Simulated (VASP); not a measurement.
# MnO2 (P4_2/mnm) in VASP: a series of runs

The runs below take MnO2 through single point, with PBEsol+U.

Everything below comes from runs of VASP 6.6.1. Logs are shortened: lines on timing, memory, paths and dates and some standing lists are left out, and cuts for length are marked.

## Step 1: The cell of the first run

The structure is tetragonal, space group P4_2/mnm (No. 136). Conventional cell: a = 4.398 Å, b = 4.398 Å, c = 2.873 Å, α = 90.00°, β = 90.00°, γ = 90.00°. Mn (site symmetry mmm) has 6 O at 1.88 to 1.90 Å within 2.5 Å. Within 2.5 Å of O (site symmetry m2m) lie 3 Mn at 1.88 to 1.90 Å and 1 O at 2.42 Å.

## Step 2: Single point, PBEsol+U, collinear spin, antiferromagnetic start

INCAR reads:

```
PREC     = Accurate       # precision mode
ENCUT    = 520            # plane-wave cutoff, eV
EDIFF    = 1E-6           # SCF threshold, eV
ISMEAR   = 0              # smearing method
SIGMA    = 0.03           # smearing width, eV
LREAL    = F              # projectors in reciprocal space
LASPH    = T              # aspherical terms in the spheres
NELM     = 150            # most SCF steps
ALGO     = Normal         # electronic algorithm
ISIF     = 2              # what is computed and relaxed
LWAVE    = F              # write WAVECAR
LCHARG   = F              # write CHGCAR
ISPIN    = 2              # spin polarisation
MAGMOM   = 4.5 -4.5 0 0 0 0 # initial moments
LORBIT   = 11             # projections on sites
LMAXMIX  = 4              # l up to which the mixer works
LDAU     = T              # DFT+U
LDAUTYPE = 2            
LDAUL    = 2 -1           # shell
LDAUU    = 3.9 0          # U, eV
LDAUJ    = 0 0          
LDAUPRINT= 1            
GGA      = PS             # functional
NBANDS   = 38             # bands
```

KPOINTS reads:

```
regular mesh
0
Gamma
  5 5 7
```

POSCAR reads:

```
MnO2
1.0
    4.3983000000      0.0000000000      0.0000000000
    0.0000000000      4.3983000000      0.0000000000
    0.0000000000      0.0000000000      2.8730000000
Mn O
2 4
Direct
    0.0000000000      0.0000000000      0.0000000000
    0.5000000000      0.5000000000      0.5000000000
    0.3051500000      0.3051500000      0.0000000000
    0.1948500000      0.8051500000      0.5000000000
    0.6948500000      0.6948500000      0.0000000000
    0.8051500000      0.1948500000      0.5000000000
```

Potentials or basis: VASP PAW PBE potentials, release 64 (Mn_pv, O).

Started as:

```
$ cat potpaw_PBE.64/Mn_pv/POTCAR potpaw_PBE.64/O/POTCAR > POTCAR
$ mpirun -np 1 vasp_std > vasp.out
```

OUTCAR:

```text
PREC = Accurate
   ENCUT = 520
   EDIFF = 1E-6
   ISMEAR = 0
   LREAL = F
   LASPH = T
   NELM = 150
   ISIF = 2
   ISPIN = 2
   LORBIT = 11
   GGA = PS

 ion  position               nearest neighbor table
   1  0.000  0.000  0.000-   4 1.88   6 1.88   4 1.88   6 1.88   5 1.90   3 1.90
   2  0.500  0.500  0.500-   3 1.88   5 1.88   3 1.88   5 1.88   4 1.90   6 1.90
   3  0.305  0.305  0.000-   2 1.88   2 1.88   1 1.90
   4  0.195  0.805  0.500-   1 1.88   1 1.88   2 1.90
   5  0.695  0.695  0.000-   2 1.88   2 1.88   1 1.90
   6  0.805  0.195  0.500-   1 1.88   1 1.88   2 1.90

  LATTYP: Found a simple tetragonal cell.
 ALAT       =     4.3983000000
 C/A-ratio  =     0.6532069209

  Lattice vectors:

 A1 = (   4.3983000000,   0.0000000000,   0.0000000000)
 A2 = (   0.0000000000,   4.3983000000,   0.0000000000)
 A3 = (   0.0000000000,   0.0000000000,   2.8730000000)

Analysis of symmetry for initial positions (statically):
=====================================================================
 Subroutine PRICEL returns:
 Original cell was already a primitive cell.

 Routine SETGRP: Setting up the symmetry group for a
 simple tetragonal supercell.

 Subroutine GETGRP returns: Found 16 space group operations
 (whereof  8 operations were pure point group operations)
 out of a pool of 16 trial point group operations.

The static configuration has the point symmetry D_2h.
 The point group associated with its full space group is D_4h.

Analysis of symmetry for dynamics (positions and initial velocities):
=====================================================================
 Subroutine PRICEL returns:
 Original cell was already a primitive cell.

 Routine SETGRP: Setting up the symmetry group for a
 simple tetragonal supercell.

 Subroutine GETGRP returns: Found 16 space group operations
 (whereof  8 operations were pure point group operations)
 out of a pool of 16 trial point group operations.

The dynamic configuration has the point symmetry D_2h.
 The point group associated with its full space group is D_4h.

Analysis of structural, dynamic, and magnetic symmetry:
=====================================================================
 Subroutine PRICEL returns:
 Original cell was already a primitive cell.

 Routine SETGRP: Setting up the symmetry group for a
 simple tetragonal supercell.

 Subroutine GETGRP returns: Found 16 space group operations
 (whereof  8 operations were pure point group operations)
 out of a pool of 16 trial point group operations.

The overall configuration has the point symmetry D_2h.
 The point group associated with its full space group is D_4h.

 Subroutine INISYM returns: Found 16 space group operations
 (whereof  8 operations are pure point group operations),
 and found     1 'primitive' translations

----------------------------------------------------------------------------------------

                                     Primitive cell

  volume of cell :      55.5783

  direct lattice vectors                    reciprocal lattice vectors
     4.398300000  0.000000000  0.000000000     0.227360571  0.000000000  0.000000000
     0.000000000  4.398300000  0.000000000     0.000000000  0.227360571  0.000000000
     0.000000000  0.000000000  2.873000000     0.000000000  0.000000000  0.348068221

  length of vectors
     4.398300000  4.398300000  2.873000000     0.227360571  0.227360571  0.348068221

  position of ions in fractional coordinates (direct lattice)
     0.000000000  0.000000000  0.000000000
     0.500000000  0.500000000  0.500000000
     0.305150000  0.305150000  0.000000000
     0.194850000  0.805150000  0.500000000
[... 127 lines left out ...]
atom =   1  type =  1  l = 2

 onsite density matrix

spin component  1

  0.6203  0.0000  0.2093  0.0000  0.0000
  0.0000  0.7336  0.0000  0.2312  0.0000
  0.2093  0.0000  0.8300  0.0000  0.0000
  0.0000  0.2312  0.0000  0.7336  0.0000
  0.0000  0.0000  0.0000  0.0000  0.9651

spin component  2

  0.2489  0.0000 -0.1145  0.0000 -0.0000
  0.0000  0.2344  0.0000 -0.1105  0.0000
 -0.1145  0.0000  0.1452  0.0000  0.0000
  0.0000 -0.1105  0.0000  0.2344  0.0000
 -0.0000  0.0000  0.0000  0.0000  0.1365

 occupancies and eigenvectors

  o =  0.0714  v =  0.0000  0.0000  0.0000  0.0000  0.0000 -0.5420  0.0000 -0.8404  0.0000  0.0000      0.0000  0.0000  0.0000  0.0000  0.0000  0.0000  0.0000  0.0000  0.0000  0.0000
  o =  0.1238  v =  0.0000  0.0000  0.0000  0.0000  0.0000  0.0000 -0.7071  0.0000 -0.7071  0.0000      0.0000  0.0000  0.0000  0.0000  0.0000  0.0000  0.0000  0.0000  0.0000  0.0000
  o =  0.1365  v =  0.0000  0.0000  0.0000  0.0000  0.0000 -0.0000 -0.0000 -0.0000  0.0000 -1.0000      0.0000  0.0000  0.0000  0.0000  0.0000  0.0000  0.0000  0.0000  0.0000  0.0000
  o =  0.3228  v =  0.0000  0.0000  0.0000  0.0000  0.0000 -0.8404  0.0000  0.5420  0.0000  0.0000      0.0000  0.0000  0.0000  0.0000  0.0000  0.0000  0.0000  0.0000  0.0000  0.0000
  o =  0.3449  v =  0.0000  0.0000  0.0000  0.0000  0.0000  0.0000 -0.7071  0.0000  0.7071  0.0000      0.0000  0.0000  0.0000  0.0000  0.0000  0.0000  0.0000  0.0000  0.0000  0.0000
  o =  0.4910  v =  0.8509 -0.0000 -0.5254  0.0000  0.0000  0.0000  0.0000  0.0000  0.0000  0.0000      0.0000  0.0000  0.0000  0.0000  0.0000  0.0000  0.0000  0.0000  0.0000  0.0000
  o =  0.5024  v =  0.0000  0.7071  0.0000 -0.7071  0.0000  0.0000  0.0000  0.0000  0.0000  0.0000      0.0000  0.0000  0.0000  0.0000  0.0000  0.0000  0.0000  0.0000  0.0000  0.0000
  o =  0.9593  v =  0.5254  0.0000  0.8509  0.0000 -0.0000  0.0000  0.0000  0.0000  0.0000  0.0000      0.0000  0.0000  0.0000  0.0000  0.0000  0.0000  0.0000  0.0000  0.0000  0.0000
  o =  0.9647  v =  0.0000 -0.7071  0.0000 -0.7071 -0.0000  0.0000  0.0000  0.0000  0.0000  0.0000      0.0000  0.0000  0.0000  0.0000  0.0000  0.0000  0.0000  0.0000  0.0000  0.0000
  o =  0.9651  v =  0.0000 -0.0000  0.0000  0.0000  1.0000  0.0000  0.0000  0.0000  0.0000  0.0000      0.0000  0.0000  0.0000  0.0000  0.0000  0.0000  0.0000  0.0000  0.0000  0.0000

atom =   2  type =  1  l = 2

 onsite density matrix

spin component  1

  0.2489  0.0000  0.1145  0.0000 -0.0000
  0.0000  0.2344  0.0000  0.1105  0.0000
  0.1145  0.0000  0.1452  0.0000 -0.0000
  0.0000  0.1105  0.0000  0.2344  0.0000
 -0.0000  0.0000 -0.0000  0.0000  0.1365

spin component  2

  0.6203  0.0000 -0.2093  0.0000  0.0000
  0.0000  0.7336  0.0000 -0.2312  0.0000
 -0.2093  0.0000  0.8300  0.0000 -0.0000
  0.0000 -0.2312  0.0000  0.7336  0.0000
  0.0000  0.0000 -0.0000  0.0000  0.9651

 occupancies and eigenvectors

  o =  0.0714  v = -0.5420  0.0000  0.8404  0.0000  0.0000  0.0000  0.0000  0.0000  0.0000  0.0000      0.0000  0.0000  0.0000  0.0000  0.0000  0.0000  0.0000  0.0000  0.0000  0.0000
  o =  0.1238  v =  0.0000 -0.7071  0.0000  0.7071  0.0000  0.0000  0.0000  0.0000  0.0000  0.0000      0.0000  0.0000  0.0000  0.0000  0.0000  0.0000  0.0000  0.0000  0.0000  0.0000
  o =  0.1365  v = -0.0000 -0.0000  0.0000  0.0000 -1.0000  0.0000  0.0000  0.0000  0.0000  0.0000      0.0000  0.0000  0.0000  0.0000  0.0000  0.0000  0.0000  0.0000  0.0000  0.0000
  o =  0.3228  v = -0.8404  0.0000 -0.5420  0.0000  0.0000  0.0000  0.0000  0.0000  0.0000  0.0000      0.0000  0.0000  0.0000  0.0000  0.0000  0.0000  0.0000  0.0000  0.0000  0.0000
  o =  0.3449  v =  0.0000 -0.7071  0.0000 -0.7071  0.0000  0.0000  0.0000  0.0000  0.0000  0.0000      0.0000  0.0000  0.0000  0.0000  0.0000  0.0000  0.0000  0.0000  0.0000  0.0000
  o =  0.4910  v =  0.0000  0.0000  0.0000  0.0000  0.0000  0.8509 -0.0000  0.5254 -0.0000  0.0000      0.0000  0.0000  0.0000  0.0000  0.0000  0.0000  0.0000  0.0000  0.0000  0.0000
  o =  0.5024  v =  0.0000  0.0000  0.0000  0.0000  0.0000 -0.0000 -0.7071 -0.0000 -0.7071  0.0000      0.0000  0.0000  0.0000  0.0000  0.0000  0.0000  0.0000  0.0000  0.0000  0.0000
  o =  0.9593  v =  0.0000  0.0000  0.0000  0.0000  0.0000 -0.5254 -0.0000  0.8509  0.0000  0.0000      0.0000  0.0000  0.0000  0.0000  0.0000  0.0000  0.0000  0.0000  0.0000  0.0000
  o =  0.9647  v =  0.0000  0.0000  0.0000  0.0000  0.0000  0.0000 -0.7071 -0.0000  0.7071  0.0000      0.0000  0.0000  0.0000  0.0000  0.0000  0.0000  0.0000  0.0000  0.0000  0.0000
  o =  0.9651  v =  0.0000  0.0000  0.0000  0.0000  0.0000  0.0000  0.0000 -0.0000 -0.0000  1.0000      0.0000  0.0000  0.0000  0.0000  0.0000  0.0000  0.0000  0.0000  0.0000  0.0000

 number of electron      49.9999964 magnetization      -0.0000000

 Free energy of the ion-electron system (eV)
  ---------------------------------------------------
  ext. energy  EPLUGINS =         0.00000000
  ---------------------------------------------------
  free energy    TOTEN  =       -44.92769763 eV

  energy without entropy =      -44.92769763  energy(sigma->0) =      -44.92769763

 E-fermi :   5.1304     XC(G=0): -12.3089

 val. band max:        5.0014946800   @ k =   0.0000   0.0000   0.0000
 cond. band min:       5.2621160486   @ k =   0.0000   0.0000   0.0000
 fundamental gap:      0.2606213687
 Fermi energy:         5.1304101902

 spin component 1

 k-point     1 :       0.0000    0.0000    0.0000
  band No.  band energies     occupation
      1     -45.7164      1.00000
      2     -45.6545      1.00000
      3     -45.6033      1.00000
      4     -42.5216      1.00000
      5     -42.4329      1.00000
      6     -42.4323      1.00000
[... 949 lines left out ...]
     36      18.8990      0.00000
     37      20.2905      0.00000
 Fermi energy:         5.1304101902

 spin component 2

 k-point     1 :       0.0000    0.0000    0.0000
  band No.  band energies     occupation
      1     -45.7164      1.00000
      2     -45.6545      1.00000
      3     -45.6033      1.00000
      4     -42.5216      1.00000
      5     -42.4329      1.00000
      6     -42.4323      1.00000
[... 949 lines left out ...]
     36      19.0383      0.00000
     37      20.2509      0.00000
 [bands above 37 left out]

------------------------ aborting loop because EDIFF is reached ----------------------------------------

  FORCE on cell =-STRESS in cart. coord.  units (eV):
  Direction    XX          YY          ZZ          XY          YZ          ZX
  --------------------------------------------------------------------------------------
  -------------------------------------------------------------------------------------
  Total        0.0366610      0.0366610      1.1627341      0.0000000      0.0000000      0.0000000
  in kB        1.0568405      1.0568405     33.5185847      0.0000000      0.0000000      0.0000000
  external PRESSURE =      11.8774219 kB  Pullay stress =       0.0000000 kB

 VOLUME and BASIS-vectors are now :
 -----------------------------------------------------------------------------
  energy-cutoff  :      520.00
  volume of cell :       55.58
      direct lattice vectors                 reciprocal lattice vectors
     4.398300000  0.000000000  0.000000000     0.227360571  0.000000000  0.000000000
     0.000000000  4.398300000  0.000000000     0.000000000  0.227360571  0.000000000
     0.000000000  0.000000000  2.873000000     0.000000000  0.000000000  0.348068221

 POSITION                                       TOTAL-FORCE (eV/Angst)
 -----------------------------------------------------------------------------------
      0.00000      0.00000      0.00000         0.000000      0.000000      0.000000
      2.19915      2.19915      1.43650         0.000000      0.000000      0.000000
      1.34214      1.34214      0.00000        -0.035643     -0.035643      0.000000
      0.85701      3.54129      1.43650         0.035643     -0.035643      0.000000
      3.05616      3.05616      0.00000         0.035643      0.035643      0.000000
      3.54129      0.85701      1.43650        -0.035643      0.035643      0.000000
 -----------------------------------------------------------------------------------
    total drift:                                0.000000      0.000000      0.000000

  FREE ENERGIE OF THE ION-ELECTRON SYSTEM (eV)
  ---------------------------------------------------
  free  energy   TOTEN  =       -44.9276976330 eV

  energy  without entropy=      -44.9276976330  energy(sigma->0) =      -44.92769763

 total charge

# of ion       s       p       d       tot
------------------------------------------
    1        0.365   6.488   4.848  11.701
    2        0.365   6.488   4.848  11.701
    3        1.562   3.464   0.000   5.026
    4        1.562   3.464   0.000   5.026
    5        1.562   3.464   0.000   5.026
    6        1.562   3.464   0.000   5.026
--------------------------------------------------
tot          6.976  26.833   9.695  43.504

 magnetization (x)

# of ion       s       p       d       tot
------------------------------------------
    1        0.015   0.028   2.881   2.924
    2       -0.015  -0.028  -2.881  -2.924
    3       -0.001  -0.013   0.000  -0.014
    4        0.001   0.013   0.000   0.014
    5       -0.001  -0.013   0.000  -0.014
    6        0.001   0.013   0.000   0.014
--------------------------------------------------
tot          0.000   0.000   0.000   0.000
```

Wall time 79 s (1 thread of Intel Xeon Platinum 8375C at 2.90GHz (Ice Lake), shared host); peak memory 0.23 GiB.

What came out:

| Item | Value |
| --- | --- |
| Free energy | -44.9277 eV |
| Pressure | 1.2 GPa |
| Largest force | 0.050 eV/Å |
| Band gap on the k mesh | 0.26 eV |
| Net moment | 0.00 μB per cell |
| Site moments | Mn +2.92, -2.92; O -0.01, +0.01 (each value once) μB |
| Valence electrons inside the program's atomic spheres | Mn 11.70; O 5.03 |

Forces on the atoms (eV/Å):
```
Mn   0.000  0.000  0.000
Mn   0.000  0.000  0.000
O   -0.036 -0.036  0.000
O    0.036 -0.036  0.000
O    0.036  0.036  0.000
O   -0.036  0.036  0.000
```

Levels at points of the mesh, in eV from the valence-band top:
Spin up:
```csv
k point,band 21,band 22,band 23,band 24,band 25,band 26,band 27,band 28,band 29,band 30
"(0.00, 0.00, 0.00)",-2.59,-1.28,-0.69,-0.64,0.00,0.26,1.40,2.18,3.21,3.68
```
Spin down:
| k point | band 21 | band 22 | band 23 | band 24 | band 25 | band 26 | band 27 | band 28 | band 29 | band 30 |
| --- | --- | --- | --- | --- | --- | --- | --- | --- | --- | --- |
| (0.00, 0.00, 0.00) | -2.59 | -1.28 | -0.69 | -0.64 | 0.00 | 0.26 | 1.40 | 2.18 | 3.21 | 3.68 |

Eigenvalues of the final occupation matrices:
| site | spin | trace | eigenvalues |
| --- | --- | --- | --- |
| site 1 d | 1 | 3.88 | 0.49 0.50 0.96 0.96 0.97 |
| site 1 d | 2 | 1.00 | 0.07 0.12 0.14 0.32 0.34 |
| site 2 d | 1 | 1.00 | 0.07 0.12 0.14 0.32 0.34 |
| site 2 d | 2 | 3.88 | 0.49 0.50 0.96 0.96 0.97 |

Caveat: the PAW data sets were made with another functional, which shifts forces and pressure a little; an odd mesh through Γ misses points on the zone boundary, where band edges can lie.

## Step 3: Single point, PBEsol+U, collinear spin

INCAR reads:

```
SYSTEM = MnO2
PREC = Accurate
ENCUT = 520
EDIFF = 1E-7
ISMEAR = 0
SIGMA = 0.03
LREAL = .False.
LASPH = .True.
NELM = 150
ALGO = Normal
ISIF = 2
LWAVE = .False.
LCHARG = .False.
ISPIN = 2
MAGMOM = 0 4.5 0 0 0 0
LORBIT = 11
LMAXMIX = 4
LDAU = .True.
LDAUTYPE = 2
LDAUL = 2 -1
LDAUU = 3.9 0
LDAUJ = 0 0
LDAUPRINT = 1
GGA = PS
NBANDS = 38
```

KPOINTS reads:

```
Automatic mesh
0
Gamma
  5 5 7
  0 0 0
```

POSCAR is that of step 2.

Potentials or basis: VASP PAW PBE potentials, release 64 (Mn_pv, O).

Started as:

```
$ cat potpaw_PBE.64/Mn_pv/POTCAR potpaw_PBE.64/O/POTCAR > POTCAR
$ mpirun -np 1 vasp_std > vasp.out
```

It took 2.7 min on 1 thread of Intel Xeon Platinum 8375C at 2.90GHz (Ice Lake), shared host; peak memory 0.26 GiB.

Results (log left out):

| Quantity | Value |
| --- | --- |
| Free energy | -43.8066 eV |
| Pressure | 0.0 GPa |
| Largest force | 0.308 eV/Å |
| Band gap on the k mesh | zero (filled and empty bands overlap) |
| Net moment | 2.01 μB per cell |
| Site moments | Mn -1.04, +2.96; O -0.01, +0.03 (each value once) μB |
| Valence electrons inside the program's atomic spheres | Mn 11.72, 11.70; O 5.02 |

Forces in eV/Å, atoms in the order of the input:
```
Mn   0.000  0.000  0.000
Mn   0.000  0.000  0.000
O   -0.218 -0.218  0.000
O   -0.069  0.069  0.000
O    0.218  0.218  0.000
O    0.069 -0.069  0.000
```

Stress tensor (GPa, compression positive):
```
-0.68 -1.51  0.00
-1.51 -0.68  0.00
 0.00  0.00  1.25
```

Levels at points of the mesh, in eV from the Fermi level:
Spin up:
| k point | band 23 | band 24 | band 25 | band 26 | band 27 | band 28 | band 29 | band 30 |
| --- | --- | --- | --- | --- | --- | --- | --- | --- |
| (0.00, 0.00, 0.00) | -1.37 | -0.82 | -0.77 | -0.19 | -0.03 | 1.44 | 2.48 | 2.78 |
Spin down:
```csv
k point,band 22,band 23,band 24,band 25,band 26,band 27
"(0.00, 0.00, 0.00)",-0.76,-0.70,-0.01,0.48,0.73,1.56
```

Eigenvalues of the final occupation matrices:
| site | spin | trace | eigenvalues |
| --- | --- | --- | --- |
| site 1 d | 1 | 1.94 | 0.08 0.16 0.36 0.39 0.95 |
| site 1 d | 2 | 2.97 | 0.19 0.42 0.44 0.96 0.96 |
| site 2 d | 1 | 3.90 | 0.50 0.51 0.96 0.96 0.97 |
| site 2 d | 2 | 0.98 | 0.07 0.12 0.13 0.32 0.34 |

Caveat: the PAW data sets were made with another functional, which shifts forces and pressure a little.
